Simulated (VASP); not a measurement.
A run of VASP 6.6.1 is set up as follows.

File INCAR:

```
SYSTEM = SrTiO3
  ALGO = Normal
  EDIFF = 1E-6
  ENCUT = 520
  GGA = PE
  ISIF = 2
  ISMEAR = 0
  LASPH = .TRUE.
  LCHARG = .FALSE.
  LREAL = .FALSE.
  LWAVE = .FALSE.
  NBANDS = 51
  NELM = 60
  PREC = Accurate
  SIGMA = 0.05
```

Contents of KPOINTS:

```
k-points
0
G
  8 8 8
  0 0 0
```

POSCAR

```
SrTiO3
1.0
   -2.6430916942      2.8009607905      3.9467274087
    2.8009607905     -2.6430916942      3.9467274087
    2.7541948061      2.7541948061     -3.8356242968
Sr Ti O
2 2 6
Direct
    0.7500000000      0.2500000000      0.5000000000
    0.2500000000      0.7500000000      0.5000000000
    0.0000000000      0.0000000000      0.0000000000
    0.5000000000      0.5000000000      0.0000000000
    0.2500000000      0.2500000000      0.0000000000
    0.7500000000      0.7500000000      0.0000000000
    0.7280787197      0.2280787197      0.9561574394
    0.2280787197      0.2719212803      0.5000000000
    0.2719212803      0.7719212803      0.0438425606
    0.7719212803      0.7280787197      0.5000000000
```

Potentials or basis: VASP PAW PBE potentials, release 64 (Sr_sv, Ti_sv, O).

Command:

```console
$ cat potpaw_PBE.64/Sr_sv/POTCAR potpaw_PBE.64/Ti_sv/POTCAR potpaw_PBE.64/O/POTCAR > POTCAR
$ mpirun -np 1 vasp_std > vasp.out
```

(1) What does it give for the pressure?

(2) Predict the largest force.

(3) What does it give for the band gap on the k mesh?

Results:

(1) 1.2 GPa.

(2) 0.092 eV/Å.

(3) 1.78 eV.
